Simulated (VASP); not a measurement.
# BaS (P1) in VASP: single point with PBE

Aim: the single point of BaS with PBE.

Everything below comes from runs of VASP 6.6.1. Logs are shortened: lines on timing, memory, paths and dates and some standing lists are left out, and cuts for length are marked.

**1. The cell of the first run**

The typed cell holds 2 atoms: a = 4.387 Å, b = 4.425 Å, c = 4.058 Å, α = 89.59°, β = 90.36°, γ = 120.91°.

**2. Single point, PBE (atoms moved at random and the cell strained at random)**

Contents of INCAR:

```
  ALGO = Normal
  EDIFF = 1E-7
  ENCUT = 520
  GGA = PE
  ISIF = 2
  ISMEAR = 0
  LASPH = T
  LCHARG = F
  LREAL = F
  LWAVE = F
  NBANDS = 15
  NELM = 100
  PREC = Accurate
  SIGMA = 0.05
```

Contents of KPOINTS:

```
k-points
0
Gamma
  10 10 8
```

Contents of POSCAR:

```
BaS
1.0
    4.3867141797     -0.0459977502     -0.0137947639
   -2.2331923100      3.8205594449      0.0159684886
   -0.0125710978      0.0095452779      4.0581872911
Ba S
1 1
Direct
    0.0038017176     -0.0121363794      0.0559484450
    0.6628649491      0.3454697127      0.4440515550
```

Potentials or basis: VASP PAW PBE potentials, release 64 (Ba_sv, S).

On the command line:

```sh
cat potpaw_PBE.64/Ba_sv/POTCAR potpaw_PBE.64/S/POTCAR > POTCAR
mpirun -np 1 vasp_std > vasp.out
```

OUTCAR:

```text
EDIFF = 1E-7
   ENCUT = 520
   GGA = PE
   ISIF = 2
   ISMEAR = 0
   LASPH = T
   LREAL = F
   NELM = 100
   PREC = Accurate

 ion  position               nearest neighbor table
   1  0.004  0.988  0.056-   2 2.90   2 2.94   2 3.12   2 3.49   2 3.52   2 3.64
   2  0.663  0.345  0.444-   1 2.90   1 2.94   1 3.12   1 3.49   1 3.52   1 3.64

  LATTYP: Found a triclinic cell.
 ALAT       =     7.5955606537
 B/A-ratio  =     0.5721348413
 C/A-ratio  =     0.5342881418
 COS(alpha) =     0.0010080945
 COS(beta)  =     0.0047729523
 COS(gamma) =     0.8633299714

  Lattice vectors:

 A1 = (   0.0796704403,  -7.5951211396,  -0.0181422133)
 A2 = (  -2.1535218697,  -3.7745616947,  -0.0021737247)
 A3 = (   0.0125710978,  -0.0095452779,  -4.0581872911)

Analysis of symmetry for initial positions (statically):
=====================================================================
 Subroutine PRICEL returns:
 Original cell was already a primitive cell.

 Routine SETGRP: Setting up the symmetry group for a
 triclinic supercell.

 Subroutine GETGRP returns: Found  1 space group operations
 (whereof  1 operations were pure point group operations)
 out of a pool of  2 trial point group operations.

The static configuration has the point symmetry C_1 .

Analysis of symmetry for dynamics (positions and initial velocities):
=====================================================================
 Subroutine PRICEL returns:
 Original cell was already a primitive cell.

 Routine SETGRP: Setting up the symmetry group for a
 triclinic supercell.

 Subroutine GETGRP returns: Found  1 space group operations
 (whereof  1 operations were pure point group operations)
 out of a pool of  2 trial point group operations.

The dynamic configuration has the point symmetry C_1 .

 Subroutine INISYM returns: Found  1 space group operations
 (whereof  1 operations are pure point group operations),
 and found     1 'primitive' translations

----------------------------------------------------------------------------------------

                                     Primitive cell

  volume of cell :      67.5961

  direct lattice vectors                    reciprocal lattice vectors
     4.386714180 -0.045997750 -0.013794764     0.229368101  0.134068525  0.000395173
    -2.233192310  3.820559445  0.015968489     0.002759564  0.263357345 -0.000610895
    -0.012571098  0.009545278  4.058187291     0.000768819 -0.000580549  0.246419185

[... 93 lines left out ...]
   PSTRESS=    0.0 pullay stress
   NELECT =      16.0000    total number of electrons
   NUPDOWN=      -1.0000    fix difference up-down
   EMIN   =  10.00;   EMAX   =-10.00  energy-range for DOS
   EFERMI =   0.00;   METHOD = LEGACY
   ISMEAR =     0;   SIGMA  =   0.05  broadening in eV -4-tet -1-fermi 0-gaus
   EFERMI_NEDOS =   21; number of points for ismear=-14 and -15
   IALGO  =     38    algorithm
   IMIX   =      4    mixing-type and parameters
     AMIX     =   0.40;   BMIX     =  1.00
     AMIX_MAG =   1.60;   BMIX_MAG =  1.00
  volume/ion in A,a.u.               =      33.80       228.08
  Fermi-wavevector in a.u.,A,eV,Ry     =   1.012685  1.913697 13.953186  1.025530
  Thomas-Fermi vector in A             =   2.145809
   LORBIT       =      0    0 simple, 1 ext, 2 COOP (PROOUT), +10 PAW based schemes
   GGA     = PE    functional components
   LHFCALC =     F    Hartree Fock is set to
   AEXX    =    0.0000 exact exchange contribution
   IVDW    =     0    specifies the selected vdW correction
   LEPSILON=     F    determine dielectric tensor
   LRPA    =     F    only Hartree local field effects (RPA)
 non-spin polarized calculation
 Gauss-broadening in eV      SIGMA  =   0.05
  energy-cutoff  :      520.00
  volume of cell :       67.60
 maximum number of plane-waves:      1841
 NGX is ok and might be reduce to    36
   NGX = 17   NGY = 17   NGZ = 15

 number of electron      16.0000000 magnetization

 Free energy of the ion-electron system (eV)
  ---------------------------------------------------
  ext. energy  EPLUGINS =         0.00000000
  ---------------------------------------------------
  free energy    TOTEN  =        -9.68462603 eV

  energy without entropy =       -9.68462603  energy(sigma->0) =       -9.68462603

 E-fermi :   1.5189     XC(G=0):  -8.4056

 val. band max:        1.2211806379   @ k =   0.2000   0.1000  -0.0000
 cond. band min:       4.0412163685   @ k =   0.0000   0.5000  -0.0000
 fundamental gap:      2.8200357306
 Fermi energy:         1.5189057262

 k-point     1 :       0.0000    0.0000    0.0000
  band No.  band energies     occupation
      1     -24.9826      2.00000
      2     -10.2570      2.00000
      3     -10.0647      2.00000
      4     -10.0421      2.00000
      5      -8.7393      2.00000
      6       0.6509      2.00000
      7       0.7930      2.00000
      8       1.0386      2.00000
      9       4.2979      0.00000
     10       4.8940      0.00000
     11       6.9198      0.00000
     12       7.3359      0.00000
     13       8.2673      0.00000
     14       8.3059      0.00000
[... 401 lines left out ...]
      2     -10.7440      2.00000
      3     -10.1691      2.00000
      4      -9.9784      2.00000
      5      -8.3140      2.00000
      6       0.0361      2.00000
      7       0.9512      2.00000
      8       1.1768      2.00000
      9       4.5206      0.00000
     10       5.9475      0.00000
     11       6.2785      0.00000
     12       7.3667      0.00000
     13       7.9418      0.00000
     14       8.7148      0.00000
     15      10.5200      0.00000

 [... further k-points ...]

------------------------ aborting loop because EDIFF is reached ----------------------------------------

  FORCE on cell =-STRESS in cart. coord.  units (eV):
  Direction    XX          YY          ZZ          XY          YZ          ZX
  --------------------------------------------------------------------------------------
  -------------------------------------------------------------------------------------
  Total        0.7833536      1.4770486      0.5356722      0.4939242     -0.4263692      0.4438209
  in kB       18.5672103     35.0093143     12.6966150     11.7070953    -10.1058912     10.5195369
  external PRESSURE =      22.0910465 kB  Pullay stress =       0.0000000 kB

 VOLUME and BASIS-vectors are now :
 -----------------------------------------------------------------------------
  energy-cutoff  :      520.00
  volume of cell :       67.60
      direct lattice vectors                 reciprocal lattice vectors
     4.386714180 -0.045997750 -0.013794764     0.229368101  0.134068525  0.000395173
    -2.233192310  3.820559445  0.015968489     0.002759564  0.263357345 -0.000610895
    -0.012571098  0.009545278  4.058187291     0.000768819 -0.000580549  0.246419185

 POSITION                                       TOTAL-FORCE (eV/Angst)
 -----------------------------------------------------------------------------------
     -2.19012      3.77455      0.24277        -0.326206      0.328005     -0.977087
      2.13072      1.29364      1.79842         0.326206     -0.328005      0.977087
 -----------------------------------------------------------------------------------
    total drift:                                0.000057      0.000024     -0.000025

  FREE ENERGIE OF THE ION-ELECTRON SYSTEM (eV)
  ---------------------------------------------------
  free  energy   TOTEN  =        -9.6846260317 eV

  energy  without entropy=       -9.6846260317  energy(sigma->0) =       -9.68462603
```

stdout:

```text
POSCAR found type information on POSCAR BaS
 POSCAR found :  2 types and       2 ions
 scaLAPACK will be used
 LDA part: xc-table for (Slater+PW92), standard interpolation
 POSCAR, INCAR and KPOINTS ok, starting setup
 FFT: planning ... GRIDC
 FFT: planning ... GRID_SOFT
 FFT: planning ... GRID
 WAVECAR not read
 entering main loop
```

Wall time 2.3 min (1 thread of Intel Xeon 6975P-C (Granite Rapids), shared host); peak memory 0.52 GiB.

What came out:

```
Free energy            : -9.6846 eV
Pressure               : 2.2 GPa
Largest force          : 1.081 eV/Å
Band gap on the k mesh : 2.82 eV (least direct gap 2.89 eV)
```

Forces on the atoms (eV/Å):
```
Ba  -0.326  0.328 -0.977
S    0.326 -0.328  0.977
```

Stress tensor (GPa, compression positive):
```
 1.86  1.17  1.05
 1.17  3.50 -1.01
 1.05 -1.01  1.27
```

Caveat: the cell differs from its parent crystal (atoms moved at random and the cell strained at random); spin-orbit coupling is left out, which moves the levels of the heavy elements; forces of over 1 eV/Å act on the atoms, so gaps and moduli don't describe the material at rest.
